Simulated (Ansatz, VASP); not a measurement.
Pd: VASP beside Ansatz

File INCAR:

```
PREC     = Accurate       # precision mode
ENCUT    = 520            # plane-wave cutoff, eV
EDIFF    = 1E-6           # SCF threshold, eV
ISMEAR   = -1             # smearing method
SIGMA    = 0.1            # smearing width, eV
LREAL    = False          # projectors in reciprocal space
LASPH    = True           # aspherical terms in the spheres
NELM     = 60             # most SCF steps
ALGO     = Normal         # electronic algorithm
ISIF     = 2              # what is computed and relaxed
LWAVE    = False          # write WAVECAR
LCHARG   = True           # write CHGCAR
GGA      = PS             # functional
LELF     = True           # ELF
LVHAR    = True         
NBANDS   = 28             # bands
```

Contents of KPOINTS:

```
regular mesh
0
Gamma
  15 15 4
```

POSCAR

```
Pd
1.0
    2.6986110357      0.0000000000      0.0000000000
   -1.3493055179      2.3370657119      0.0000000000
    0.0000000000      0.0000000000      8.8942327827
Pd
4
Direct
    0.0000000000      0.0000000000      0.0000000000
    0.0000000000      0.0000000000      0.5000000000
    0.3333333333      0.6666666667      0.2500000000
    0.6666666667      0.3333333333      0.7500000000
```

Input for Ansatz:

```yaml
crystal:
  lattice:
    - [2.6986110357, 0.0, 0.0]
    - [-1.3493055179, 2.3370657119, 0.0]
    - [0.0, 0.0, 8.8942327827]
  atoms:
    - { symbol: Pd, position: [0.0, 0.0, 0.0] }
    - { symbol: Pd, position: [0.0, 0.0, 0.5] }
    - { symbol: Pd, position: [0.3333333333, 0.6666666667, 0.25] }
    - { symbol: Pd, position: [0.6666666667, 0.3333333333, 0.75] }
hamiltonian:
  xc: pbesol
  pseudopotentials:
    kind: paw
    azcp:
      Pd: "pseudopotentials/Pd.paw.azcp"
basis:
  ecutwfc: 420
  fft_grid_basis: typed
kpoints:
  mp_grid: { grid: [15, 15, 4], shift: [0, 0, 0] }
magnetization:
  spin_polarized: false
scf:
  occupations: { method: fermi_dirac, width: 0.1 }
  lower_state_search: "off"
output:
  stress: true
```

Alike in both runs: task single point; functional PBEsol; k mesh 15 × 15 × 4; occupations fermi-dirac, width 0.1 eV; no spin polarisation.

```csv
,VASP,Ansatz
version,VASP 6.6.1,Ansatz 0.2.0
potentials or method,"VASP PAW PBE potentials, release 64 (Pd), cutoff 520 eV","plane waves (420 eV) with PAW, scalar-relativistic"
valence electrons in the cell,40,72
```

VASP gave:

- pressure (GPa): 8.8
- traceless stress, the component that is largest in VASP (GPa): -0.16

**Question.** What did Ansatz give for the same quantities?

**Answer.** Pressure (GPa): 9.1; traceless stress, the component that is largest in VASP (GPa): -0.13.

VASP's potentials were made for PBE, not for PBEsol, and Ansatz warns of the same on its side. VASP's potentials hold 40 valence electrons a cell and Ansatz's 72, so a difference there can come from the potentials and not from the codes.
